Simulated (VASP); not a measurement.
SnSe: density of states with PBEsol

The system is SnSe.

```
CELL_PARAMETERS angstrom
0.00000 3.01043 3.01043
3.01043 0.00000 3.01043
3.01043 3.01043 0.00000
ATOMIC_POSITIONS crystal
Sn 0.00000 0.00000 0.00000
Se 0.50000 0.50000 0.50000
```

- Program: VASP 6.6.1
- Task: density of states
- Functional: PBEsol
- Potentials or basis: VASP PAW PBE potentials, release 64 (Sn_d, Se)
- Cutoff: 520 eV
- k mesh: 11 × 11 × 11
- Occupations: fermi-dirac, width 0.05 eV
- Spin: no spin polarisation
- Dipole correction: no
- k mesh for the DOS: 17 × 17 × 17
- Occupations for the DOS: tetrahedron
- Further INCAR settings: ALGO = Normal; EDIFF = 1e-06; NBANDS = 17

| Item | Value |
| --- | --- |
| Valence electrons inside the program's atomic spheres | Sn 12.04; Se 3.78 |

Levels at points of the mesh, in eV from the Fermi level:
| k point | band 8 | band 9 | band 10 | band 11 | band 12 | band 13 |
| --- | --- | --- | --- | --- | --- | --- |
| (0.00, 0.00, 0.00) | -2.22 | -2.22 | -2.22 | 4.24 | 4.24 | 4.24 |

Run time: 2.1 min on 1 thread of Intel Xeon 8259CL (shared host), peak memory 0.29 GiB.

Caveat: this odd mesh misses L, where the gap lies, so gap, dielectric constants and Born charges aren't listed; spin-orbit coupling is left out, which moves the levels of the heavy elements.
